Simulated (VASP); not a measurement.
# B (Im-3m) in VASP: further runs

B is run at these levels: PBE; tasks: single point, relaxation of cell and atoms.

All numbers are computed with VASP 6.6.1; they aren't measurements. Logs are shortened: lines on timing, memory, paths and dates and some standing lists are left out, and cuts for length are marked.

### 1 The cell of the first run

Symmetry: Im-3m, No. 229, cubic system. The conventional cell has a = 2.288 Å, b = 2.288 Å, c = 2.288 Å, α = 90.00°, β = 90.00°, γ = 90.00°. B (site symmetry m-3m) has 14 B at 1.98 to 2.29 Å within 2.6 Å.

### 2 Single point, PBE

Input file INCAR:

```
PREC = Accurate
ENCUT = 520
EDIFF = 1E-6
ISMEAR = -1
SIGMA = 0.08
LREAL = False
LASPH = True
NELM = 80
ALGO = Normal
ISIF = 2
LWAVE = False
LCHARG = False
GGA = PE
NBANDS = 8
```

Input file KPOINTS:

```
regular mesh
0
Gamma
  23 23 23
```

Input file POSCAR:

```
B
1.0
   -1.1442348727      1.1442348727      1.1442348727
    1.1442348727     -1.1442348727      1.1442348727
    1.1442348727      1.1442348727     -1.1442348727
B
1
Direct
    0.0000000000      0.0000000000      0.0000000000
```

Potentials or basis: VASP PAW PBE potentials, release 64 (B).

Launch:

```console
$ cat potpaw_PBE.64/B/POTCAR > POTCAR
$ mpirun -np 1 vasp_std > vasp.out
```

OUTCAR:

```text
PREC = Accurate
   ENCUT = 520
   EDIFF = 1E-6
   ISMEAR = -1
   LREAL = False
   LASPH = True
   NELM = 80
   ISIF = 2
   GGA = PE

 ion  position               nearest neighbor table
   1  0.000  0.000  0.000-

  LATTYP: Found a body centered cubic cell.
 ALAT       =     2.2884697454

  Lattice vectors:

 A1 = (  -1.1442348727,   1.1442348727,   1.1442348727)
 A2 = (   1.1442348727,  -1.1442348727,   1.1442348727)
 A3 = (   1.1442348727,   1.1442348727,  -1.1442348727)

Analysis of symmetry for initial positions (statically):
=====================================================================
 Subroutine PRICEL returns:
 Original cell was already a primitive cell.

 Routine SETGRP: Setting up the symmetry group for a
 body centered cubic supercell.

 Subroutine GETGRP returns: Found 48 space group operations
 (whereof 48 operations were pure point group operations)
 out of a pool of 48 trial point group operations.

The static configuration has the point symmetry O_h .

Analysis of symmetry for dynamics (positions and initial velocities):
=====================================================================
 Subroutine PRICEL returns:
 Original cell was already a primitive cell.

 Routine SETGRP: Setting up the symmetry group for a
 body centered cubic supercell.

 Subroutine GETGRP returns: Found 48 space group operations
 (whereof 48 operations were pure point group operations)
 out of a pool of 48 trial point group operations.

The dynamic configuration has the point symmetry O_h .

 Subroutine INISYM returns: Found 48 space group operations
 (whereof 48 operations are pure point group operations),
 and found     1 'primitive' translations

----------------------------------------------------------------------------------------

                                     Primitive cell

  volume of cell :       5.9925

  direct lattice vectors                    reciprocal lattice vectors
    -1.144234873  1.144234873  1.144234873     0.000000000  0.436973223  0.436973223
     1.144234873 -1.144234873  1.144234873     0.436973223  0.000000000  0.436973223
     1.144234873  1.144234873 -1.144234873     0.436973223  0.436973223  0.000000000

  length of vectors
     1.981872935  1.981872935  1.981872935     0.617973458  0.617973458  0.617973458

  position of ions in fractional coordinates (direct lattice)
     0.000000000  0.000000000  0.000000000

  ion indices of the primitive-cell ions
   primitive index   ion index
                 1           1

----------------------------------------------------------------------------------------

 KPOINTS: regular mesh

Automatic generation of k-mesh.
 Grid dimensions read from file:
 generate k-points for:   23   23   23

 Generating k-lattice:

  Cartesian coordinates                     Fractional coordinates (reciprocal lattice)
     0.000000000  0.018998836  0.018998836     0.043478261  0.000000000  0.000000000
     0.018998836  0.000000000  0.018998836     0.000000000  0.043478261  0.000000000
     0.018998836  0.018998836  0.000000000     0.000000000  0.000000000  0.043478261

  Length of vectors
     0.026868411  0.026868411  0.026868411

  Shift w.r.t. Gamma in fractional coordinates (k-lattice)
     0.000000000  0.000000000  0.000000000

 Subroutine IBZKPT returns following result:
 ===========================================

 Found    364 irreducible k-points:

 Following reciprocal coordinates:
            Coordinates               Weight
  0.000000  0.000000  0.000000      1.000000
  0.043478  0.000000  0.000000     12.000000
  0.086957  0.000000  0.000000     12.000000
  0.130435  0.000000  0.000000     12.000000
  0.173913  0.000000  0.000000     12.000000
  0.217391  0.000000  0.000000     12.000000
[... 16 lines left out ...]
  0.478261  0.043478  0.000000     24.000000
  0.086957  0.086957  0.000000     24.000000
 [... further k-points ...]
   k-points           NKPTS =    364   k-points in BZ     NKDIM =    364   number of bands    NBANDS=      8
   number of dos      NEDOS =    301   number of ions     NIONS =      1
   total plane-waves  NPLWV =   4096
   dimension x,y,z NGX =    16 NGY =   16 NGZ =   16
   dimension x,y,z NGXF=    32 NGYF=   32 NGZF=   32
   ions per type =               1
   NGX,Y,Z   is equivalent  to a cutoff of  13.42, 13.42, 13.42 a.u.
   NGXF,Y,Z  is equivalent  to a cutoff of  26.84, 26.84, 26.84 a.u.
 SYSTEM =  unknown system
   PREC   = accura    normal or accurate (medium, high low for compatibility)
   ISTART =      0    job   : 0-new  1-cont  2-samecut
   ICHARG =      2    charge: 1-file 2-atom 10-const
   ISPIN  =      1    spin polarized calculation?
   LNONCOLLINEAR =      F non collinear calculations
   LSORBIT =      F    spin-orbit coupling
   LASPH  =      T    aspherical Exc in radial PAW
   ENCUT  =  520.0 eV  38.22 Ry    6.18 a.u.   3.68  3.68  3.68*2*pi/ulx,y,z
   NELM   =     80;   NELMIN=  2; NELMDL= -5     # of ELM steps
   EDIFF  = 0.1E-05   stopping-criterion for ELM
   LREAL  =      F    real-space projection
   EDIFFG = 0.1E-04   stopping-criterion for IOM
   NSW    =      0    number of steps for IOM
   IBRION =     -1    ionic relax: 0-MD 1-quasi-New 2-CG
   NFREE  =      0    steps in history (QN), initial steepest desc. (CG)
   ISIF   =      2    stress and relaxation
   ISYM   =      2    0-nonsym 1-usesym 2-fastsym
   POTIM  = 0.5000    time-step for ionic-motion
   TEBEG  =    0.0;   TEEND  =   0.0 temperature during run
   PSTRESS=    0.0 pullay stress
   NELECT =       3.0000    total number of electrons
   NUPDOWN=      -1.0000    fix difference up-down
   EMIN   =  10.00;   EMAX   =-10.00  energy-range for DOS
   EFERMI =   0.00;   METHOD = LEGACY
   ISMEAR =    -1;   SIGMA  =   0.08  broadening in eV -4-tet -1-fermi 0-gaus
   EFERMI_NEDOS =   21; number of points for ismear=-14 and -15
   IALGO  =     38    algorithm
   IMIX   =      4    mixing-type and parameters
     AMIX     =   0.40;   BMIX     =  1.00
     AMIX_MAG =   1.60;   BMIX_MAG =  1.00
  volume/ion in A,a.u.               =       5.99        40.44
  Fermi-wavevector in a.u.,A,eV,Ry     =   1.299910  2.456474 22.990675  1.689767
  Thomas-Fermi vector in A             =   2.431144
   LORBIT       =      0    0 simple, 1 ext, 2 COOP (PROOUT), +10 PAW based schemes
   GGA     = PE    functional components
[... 5 lines left out ...]
 non-spin polarized calculation
  energy-cutoff  :      520.00
  volume of cell :        5.99
 maximum number of plane-waves:       177
   NGX =  7   NGY =  7   NGZ =  7

 number of electron       3.0000000 magnetization

 Free energy of the ion-electron system (eV)
  ---------------------------------------------------
  ext. energy  EPLUGINS =         0.00000000
  ---------------------------------------------------
  free energy    TOTEN  =        -4.99076603 eV

  energy without entropy =       -4.98655948  energy(sigma->0) =       -4.98866276

 E-fermi :  10.3052     XC(G=0): -12.9608

 val. band max:       10.2800644166   @ k =  -0.3043   0.4783   0.0435
 cond. band min:      10.3166799821   @ k =  -0.4783   0.4783   0.4783
 fundamental gap:      0.0366155654
 Fermi energy:        10.3051609973

 k-point     1 :       0.0000    0.0000    0.0000
  band No.  band energies     occupation
      1      -8.6367      2.00000
      2      26.1867      0.00000
      3      26.1867      0.00000
      4      26.1867      0.00000
      5      44.5780      0.00000
      6      44.5780      0.00000
      7      44.5780      0.00000
      8      48.4505      0.00000

 k-point     2 :       0.0435    0.0000    0.0000
  band No.  band energies     occupation
      1      -8.5500      2.00000
      2      25.9008      0.00000
      3      25.9657      0.00000
      4      26.1329      0.00000
      5      43.7097      0.00000
      6      43.7279      0.00000
      7      45.0055      0.00000
      8      46.9758      0.00000

 k-point     3 :       0.0870    0.0000    0.0000
  band No.  band energies     occupation
      1      -8.2900      2.00000
      2      25.0314      0.00000
      3      25.3627      0.00000
      4      25.9732      0.00000
      5      41.5549      0.00000
      6      42.0348      0.00000
      7      46.2238      0.00000
      8      46.4360      0.00000

 k-point     4 :       0.1304    0.0000    0.0000
  band No.  band energies     occupation
      1      -7.8568      2.00000
      2      23.5791      0.00000
      3      24.5138      0.00000
      4      25.7165      0.00000
      5      39.5389      0.00000
      6      40.2901      0.00000
      7      45.7006      0.00000
      8      47.7414      0.00000

 k-point     5 :       0.1739    0.0000    0.0000
  band No.  band energies     occupation
      1      -7.2511      2.00000
      2      21.6166      0.00000
      3      23.5556      0.00000
      4      25.3798      0.00000
      5      38.0854      0.00000
      6      38.6636      0.00000
      7      45.3442      0.00000
      8      48.9147      0.00000

 k-point     6 :       0.2174    0.0000    0.0000
  band No.  band energies     occupation
      1      -6.4740      2.00000
      2      19.2976      0.00000
      3      22.5915      0.00000
      4      24.9886      0.00000
      5      37.1605      0.00000
      6      37.2104      0.00000
      7      45.3582      0.00000
      8      50.3654      0.00000

 k-point     7 :       0.2609    0.0000    0.0000
  band No.  band energies     occupation
      1      -5.5283      2.00000
      2      16.7944      0.00000
      3      21.6902      0.00000
      4      24.5749      0.00000
      5      35.9508      0.00000
      6      36.6377      0.00000
      7      45.7142      0.00000
      8      51.9869      0.00000

 k-point     8 :       0.3043    0.0000    0.0000
  band No.  band energies     occupation
      1      -4.4195      2.00000
      2      14.2485      0.00000
      3      20.8956      0.00000
      4      24.1720      0.00000
      5      34.8945      0.00000
      6      36.3926      0.00000
      7      46.3682      0.00000
      8      53.5124      0.00000

 k-point     9 :       0.3478    0.0000    0.0000
  band No.  band energies     occupation
      1      -3.1602      2.00000
      2      11.7637      0.00000
      3      20.2357      0.00000
      4      23.8112      0.00000
      5      34.0461      0.00000
      6      36.3260      0.00000
      7      47.2588      0.00000
      8      54.1184      0.00000

 k-point    10 :       0.3913    0.0000    0.0000
  band No.  band energies     occupation
      1      -1.7806      2.00000
      2       9.4278      1.99997
      3      19.7286      0.00000
      4      23.5181      0.00000
      5      33.4082      0.00000
      6      36.3587      0.00000
      7      48.2909      0.00000
      8      53.7534      0.00000
[... 78 lines left out ...]
 k-point    18 :       0.2609    0.0435    0.0000
  band No.  band energies     occupation
      1      -4.9285      2.00000
      2      15.5630      0.00000
      3      21.0380      0.00000
      4      24.0526      0.00000
      5      35.7506      0.00000
      6      36.5525      0.00000
      7      45.9879      0.00000
      8      53.0728      0.00000

 k-point    19 :       0.3043    0.0435    0.0000
  band No.  band energies     occupation
      1      -3.7418      2.00000
      2      13.0394      0.00000
      3      20.3096      0.00000
      4      23.6350      0.00000
      5      34.8799      0.00000
      6      36.4402      0.00000
      7      46.7505      0.00000
      8      54.2079      0.00000

 k-point    20 :       0.3478    0.0435    0.0000
  band No.  band energies     occupation
      1      -2.4157      2.00000
      2      10.6184      0.03909
      3      19.7274      0.00000
      4      23.2790      0.00000
      5      34.1959      0.00000
      6      36.4591      0.00000
      7      47.7062      0.00000
      8      53.9090      0.00000

 k-point    21 :       0.3913    0.0435    0.0000
  band No.  band energies     occupation
      1      -0.9999      2.00000
      2       8.3955      2.00000
      3      19.3037      0.00000
      4      23.0082      0.00000
      5      33.7038      0.00000
      6      36.5370      0.00000
      7      48.7450      0.00000
      8      53.2412      0.00000

 k-point    22 :       0.4348    0.0435    0.0000
  band No.  band energies     occupation
      1       0.3413      2.00000
      2       6.5610      2.00000
      3      19.0468      0.00000
      4      22.8394      0.00000
      5      33.4074      0.00000
      6      36.6121      0.00000
      7      49.6637      0.00000
      8      52.6793      0.00000

 k-point    23 :       0.4783    0.0435    0.0000
  band No.  band energies     occupation
      1       1.0198      2.00000
      2       5.7167      2.00000
      3      18.9606      0.00000
      4      22.7820      0.00000
      5      33.3084      0.00000
      6      36.6423      0.00000
      7      50.0767      0.00000
      8      52.4304      0.00000

 k-point    24 :       0.0870    0.0870    0.0000
  band No.  band energies     occupation
      1      -7.5969      2.00000
      2      23.1340      0.00000
      3      23.8842      0.00000
      4      25.2134      0.00000
      5      38.9055      0.00000
      6      39.6887      0.00000
      7      45.2251      0.00000
      8      48.4684      0.00000

 [... further k-points ...]
[... 5 lines left out ...]
  --------------------------------------------------------------------------------------
  -------------------------------------------------------------------------------------
  Total        0.2169227      0.2169227      0.2169227     -0.0000000     -0.0000000      0.0000000
  in kB       57.9976004     57.9976004     57.9976004     -0.0000000     -0.0000000      0.0000000
  external PRESSURE =      57.9976004 kB  Pullay stress =       0.0000000 kB

 VOLUME and BASIS-vectors are now :
 -----------------------------------------------------------------------------
  energy-cutoff  :      520.00
  volume of cell :        5.99
      direct lattice vectors                 reciprocal lattice vectors
    -1.144234873  1.144234873  1.144234873     0.000000000  0.436973223  0.436973223
     1.144234873 -1.144234873  1.144234873     0.436973223  0.000000000  0.436973223
     1.144234873  1.144234873 -1.144234873     0.436973223  0.436973223  0.000000000

 POSITION                                       TOTAL-FORCE (eV/Angst)
 -----------------------------------------------------------------------------------
      0.00000      0.00000      0.00000        -0.000000      0.000000     -0.000000
 -----------------------------------------------------------------------------------
    total drift:                               -0.000000     -0.000000     -0.000000

  FREE ENERGIE OF THE ION-ELECTRON SYSTEM (eV)
  ---------------------------------------------------
  free  energy   TOTEN  =        -4.9907660341 eV

  energy  without entropy=       -4.9865594819  energy(sigma->0) =       -4.98866276
```

Wall time 15 s (1 thread of AMD EPYC 7R43 (Zen 3), shared host); peak memory 0.08 GiB.

Results:

| Property | Result |
| --- | --- |
| Free energy | -4.9908 eV |
| Pressure | 5.8 GPa |

(Part 1 of 3 ends here.)
